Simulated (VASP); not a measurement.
# PbF2 (Fm-3m) in VASP: notebook, part 2 of 2

VASP 6.6.1. The steps go on from the part before.

## 3. Single point, HSE06

POSCAR

```
PbF2
1.0
    5.8916182835      0.0000000000      0.0000000000
    0.0000000000      2.9458159519      2.9458164139
    0.0000000000     -2.9458159519      2.9458164139
Pb F
2 4
Direct
    0.5000000000      0.9699092199      0.9699092199
    0.0000000000      0.4699092199      0.4699092199
    0.7500052181      0.9699224601      0.4699213200
    0.2499947819      0.4699213200      0.9699224601
    0.7499947819      0.4699224601      0.9699213200
    0.2500052181      0.9699213200      0.4699224601
```

INCAR.step1

```
SYSTEM = PbF2
ALGO     = Normal         ! electronic algorithm
EDIFF    = 1E-5           ! SCF threshold, eV
ENCUT    = 520            ! plane-wave cutoff, eV
GGA      = PE             ! functional
GGA_COMPAT= .FALSE.      
ISIF     = 2              ! what is computed and relaxed
ISMEAR   = 0              ! smearing method
KPAR     = 4            
LASPH    = .TRUE.         ! aspherical terms in the spheres
LREAL    = .FALSE.        ! projectors in reciprocal space
LWAVE    = .TRUE.         ! write WAVECAR
NBANDS   = 37             ! bands
NELM     = 120            ! most SCF steps
PREC     = Accurate       ! precision mode
SIGMA    = 0.01           ! smearing width, eV
```

INCAR.step2

```
SYSTEM = PbF2
ALGO     = Normal         ! electronic algorithm
EDIFF    = 1E-6           ! SCF threshold, eV
ENCUT    = 520            ! plane-wave cutoff, eV
GGA      = PE             ! functional
GGA_COMPAT= .FALSE.      
HFSCREEN = 0.2079         ! screening, 1/A
ISIF     = 2              ! what is computed and relaxed
ISMEAR   = 0              ! smearing method
ISTART   = 1            
KPAR     = 4            
LASPH    = .TRUE.         ! aspherical terms in the spheres
LCHARG   = .TRUE.         ! write CHGCAR
LHFCALC  = .TRUE.         ! exact exchange
LREAL    = .FALSE.        ! projectors in reciprocal space
LVHAR    = .TRUE.       
LWAVE    = .FALSE.        ! write WAVECAR
NBANDS   = 37             ! bands
NELM     = 120            ! most SCF steps
PREC     = Accurate       ! precision mode
PRECFOCK = Normal       
SIGMA    = 0.01           ! smearing width, eV
```

KPOINTS

```
k-points
0
G
  2 4 4
  0 0 0
```

Potentials or basis: VASP PAW PBE potentials, release 64 (Pb_d, F).

Started as:

```console
cat potpaw_PBE.64/Pb_d/POTCAR potpaw_PBE.64/F/POTCAR > POTCAR
cp INCAR.step1 INCAR
mpirun -np 4 vasp_std > vasp.out
cp INCAR.step2 INCAR
mpirun -np 4 vasp_std > vasp.out
```

OUTCAR:

```text
SYSTEM = PbF2
   EDIFF = 1E-6
   ENCUT = 520
   GGA = PE
   HFSCREEN = 0.2079
   ISIF = 2
   ISMEAR = 0
   ISTART = 1
   LASPH = .TRUE.
   LHFCALC = .TRUE.
   LREAL = .FALSE.
   NELM = 120
   PREC = Accurate
   PRECFOCK = Normal

 ion  position               nearest neighbor table
   1  0.500  0.970  0.970-   5 2.55   6 2.55   3 2.55   4 2.55   5 2.55   6 2.55   3 2.55   4 2.55

   2  0.000  0.470  0.470-   3 2.55   4 2.55   5 2.55   6 2.55   3 2.55   4 2.55   6 2.55   5 2.55

   3  0.750  0.970  0.470-   2 2.55   1 2.55   2 2.55   1 2.55
   4  0.250  0.470  0.970-   2 2.55   1 2.55   2 2.55   1 2.55
   5  0.750  0.470  0.970-   1 2.55   2 2.55   1 2.55   2 2.55
   6  0.250  0.970  0.470-   1 2.55   2 2.55   1 2.55   2 2.55

  LATTYP: Found a simple tetragonal cell.
 ALAT       =     4.1660131981
 C/A-ratio  =     1.4142101821

  Lattice vectors:

 A1 = (   0.0000000000,   2.9458159519,   2.9458164139)
 A2 = (   0.0000000000,  -2.9458159519,   2.9458164139)
 A3 = (   5.8916182835,   0.0000000000,   0.0000000000)

Analysis of symmetry for initial positions (statically):
=====================================================================
 Subroutine PRICEL returns:
 Original cell was already a primitive cell.

 Routine SETGRP: Setting up the symmetry group for a
 simple tetragonal supercell.

 Subroutine GETGRP returns: Found  4 space group operations
 (whereof  2 operations were pure point group operations)
 out of a pool of 16 trial point group operations.

The static configuration has the point symmetry C_2 .
 The point group associated with its full space group is C_2v.

Analysis of symmetry for dynamics (positions and initial velocities):
=====================================================================
 Subroutine PRICEL returns:
 Original cell was already a primitive cell.

 Routine SETGRP: Setting up the symmetry group for a
 simple tetragonal supercell.

 Subroutine GETGRP returns: Found  4 space group operations
 (whereof  2 operations were pure point group operations)
 out of a pool of 16 trial point group operations.

The dynamic configuration has the point symmetry C_2 .
 The point group associated with its full space group is C_2v.

 Subroutine INISYM returns: Found  4 space group operations
 (whereof  2 operations are pure point group operations),
 and found     1 'primitive' translations

----------------------------------------------------------------------------------------

                                     Primitive cell

  volume of cell :     102.2530

  direct lattice vectors                    reciprocal lattice vectors
     5.891618283  0.000000000  0.000000000     0.169732653  0.000000000  0.000000000
     0.000000000  2.945815952  2.945816414     0.000000000  0.169732260  0.169732234
     0.000000000 -2.945815952  2.945816414     0.000000000 -0.169732260  0.169732234

  length of vectors
     5.891618283  4.166013198  4.166013198     0.169732653  0.240037646  0.240037646

  position of ions in fractional coordinates (direct lattice)
     0.500000000  0.969909220  0.969909220
     0.000000000  0.469909220  0.469909220
[... 56 lines left out ...]
   k-points           NKPTS =     14   k-points in BZ     NKDIM =     32   number of bands    NBANDS=     37
   number of dos      NEDOS =    301   number of ions     NIONS =      6
   total plane-waves  NPLWV =  49152
   dimension x,y,z NGX =    48 NGY =   32 NGZ =   32
   dimension x,y,z NGXF=    96 NGYF=   64 NGZF=   64
   ions per type =               2   4
   NGX,Y,Z   is equivalent  to a cutoff of  13.54, 12.77, 12.77 a.u.
   NGXF,Y,Z  is equivalent  to a cutoff of  27.09, 25.54, 25.54 a.u.
 SYSTEM =  PbF2
   PREC   = accura    normal or accurate (medium, high low for compatibility)
   ISTART =      1    job   : 0-new  1-cont  2-samecut
   ICHARG =      0    charge: 1-file 2-atom 10-const
   ISPIN  =      1    spin polarized calculation?
   LNONCOLLINEAR =      F non collinear calculations
   LSORBIT =      F    spin-orbit coupling
   LASPH  =      T    aspherical Exc in radial PAW
   ENCUT  =  520.0 eV  38.22 Ry    6.18 a.u.  10.95  7.75  7.75*2*pi/ulx,y,z
   NELM   =    120;   NELMIN=  2; NELMDL=  0     # of ELM steps
   EDIFF  = 0.1E-05   stopping-criterion for ELM
   LREAL  =      F    real-space projection
   EDIFFG = 0.1E-04   stopping-criterion for IOM
   NSW    =      0    number of steps for IOM
   IBRION =     -1    ionic relax: 0-MD 1-quasi-New 2-CG
   NFREE  =      0    steps in history (QN), initial steepest desc. (CG)
   ISIF   =      2    stress and relaxation
   ISYM   =      3    0-nonsym 1-usesym 2-fastsym
   POTIM  = 0.5000    time-step for ionic-motion
   TEBEG  =    0.0;   TEEND  =   0.0 temperature during run
   PSTRESS=    0.0 pullay stress
   NELECT =      56.0000    total number of electrons
   NUPDOWN=      -1.0000    fix difference up-down
   EMIN   =  10.00;   EMAX   =-10.00  energy-range for DOS
   EFERMI =   0.00;   METHOD = LEGACY
   ISMEAR =     0;   SIGMA  =   0.01  broadening in eV -4-tet -1-fermi 0-gaus
   EFERMI_NEDOS =   21; number of points for ismear=-14 and -15
   IALGO  =     38    algorithm
   IMIX   =      1    mixing-type and parameters
     AMIX     =   0.40;   BMIX     =  1.00
     AMIX_MAG =   1.60;   BMIX_MAG =  1.00
  volume/ion in A,a.u.               =      17.04       115.01
  Fermi-wavevector in a.u.,A,eV,Ry     =   1.339406  2.531110 24.408963  1.794008
  Thomas-Fermi vector in A             =   2.467800
   LORBIT       =      0    0 simple, 1 ext, 2 COOP (PROOUT), +10 PAW based schemes
   GGA     = PE    functional components
   LHFCALC =     T    Hartree Fock is set to
   PRECFOCK=normal    Normal, Fast or Accurate (Low or Medium for compatibility)
   ENCUT4O =  -1.0   cutoff for four orbital integrals eV
   NKREDX  =     1    reduce k-point grid by
   NKREDY  =     1    reduce k-point grid by
   NKREDZ  =     1    reduce k-point grid by
   AEXX    =    0.2500 exact exchange contribution
   HFSCREEN=    0.2079 screening length (either q_TF or 0.3 A-1)
   HFSCREENC=   0.2079 screening length for correlation (either q_TF or 0.3 A-1)
   ENCUTFOCK=  -1.0 apply spherical cutoff to Coloumb kernel
   IVDW    =     0    specifies the selected vdW correction
   LEPSILON=     F    determine dielectric tensor
   LRPA    =     F    only Hartree local field effects (RPA)
 non-spin polarized calculation
 Gauss-broadening in eV      SIGMA  =   0.01
  energy-cutoff  :      520.00
  volume of cell :      102.25
 maximum number of plane-waves:      2773
 NGX is ok and might be reduce to    48
  NGX = 36; NGY = 24; NGZ = 24

 number of electron      55.9999975 magnetization

 Free energy of the ion-electron system (eV)
  ---------------------------------------------------
  ext. energy  EPLUGINS =         0.00000000
  ---------------------------------------------------
  free energy    TOTEN  =       -35.64678115 eV

  energy without entropy =      -35.64678115  energy(sigma->0) =      -35.64678115

 E-fermi :   1.3260     XC(G=0):  -7.8069

 val. band max:        1.2042632736   @ k =   0.0000   0.2500   0.2500
 cond. band min:       6.9105100753   @ k =   0.0000   0.5000   0.5000
 fundamental gap:      5.7062468018
 Fermi energy:         1.3260375696

 k-point     1 :       0.0000    0.0000    0.0000
  band No.  band energies     occupation
      1     -22.2833      2.00000
      2     -21.9864      2.00000
      3     -21.8622      2.00000
      4     -21.6168      2.00000
      5     -14.4591      2.00000
      6     -14.4591      2.00000
[... 549 lines left out ...]
     36      12.7285      0.00000
     37      17.3272      0.00000

------------------------ aborting loop because EDIFF is reached ----------------------------------------

  FORCE on cell =-STRESS in cart. coord.  units (eV):
  Direction    XX          YY          ZZ          XY          YZ          ZX
  --------------------------------------------------------------------------------------
  -------------------------------------------------------------------------------------
  Total        1.4351858      1.4443815      1.4440606      0.0000000      0.0000000      0.0000000
  in kB       22.4875854     22.6316706     22.6266430      0.0000000      0.0000000      0.0000000
  external PRESSURE =      22.5819663 kB  Pullay stress =       0.0000000 kB

 VOLUME and BASIS-vectors are now :
 -----------------------------------------------------------------------------
  energy-cutoff  :      520.00
  volume of cell :      102.25
      direct lattice vectors                 reciprocal lattice vectors
     5.891618283  0.000000000  0.000000000     0.169732653  0.000000000  0.000000000
     0.000000000  2.945815952  2.945816414     0.000000000  0.169732260  0.169732234
     0.000000000 -2.945815952  2.945816414     0.000000000 -0.169732260  0.169732234

 POSITION                                       TOTAL-FORCE (eV/Angst)
 -----------------------------------------------------------------------------------
      2.94581      0.00000      5.71435         0.000000     -0.000000      0.000190
      0.00000      0.00000      2.76853         0.000000     -0.000000      0.000190
      4.41874      1.47291      4.24152        -0.000033     -0.000008     -0.000095
      1.47287     -1.47291      4.24152         0.000033      0.000008     -0.000095
      4.41868     -1.47290      4.24152         0.000033     -0.000008     -0.000095
      1.47294      1.47290      4.24152        -0.000033      0.000008     -0.000095
 -----------------------------------------------------------------------------------
    total drift:                               -0.000001     -0.000001      0.000863

  FREE ENERGIE OF THE ION-ELECTRON SYSTEM (eV)
  ---------------------------------------------------
  free  energy   TOTEN  =       -35.6467811494 eV

  energy  without entropy=      -35.6467811494  energy(sigma->0) =      -35.64678115
```

Wall time 15 min (4 MPI ranks of Intel Xeon 6975P-C (Granite Rapids), shared host); peak memory 0.37 GiB.

Results:

| Property | Result |
| --- | --- |
| Free energy | -35.6468 eV |
| Pressure | 2.3 GPa |
| Band gap on the k mesh | 5.71 eV |

Caveat: the k points lie up to 0.53 Å⁻¹ apart; the PAW data sets were made with another functional, which shifts forces and pressure a little; spin-orbit coupling is left out, which moves the levels of the heavy elements. A k mesh can miss the band edges.
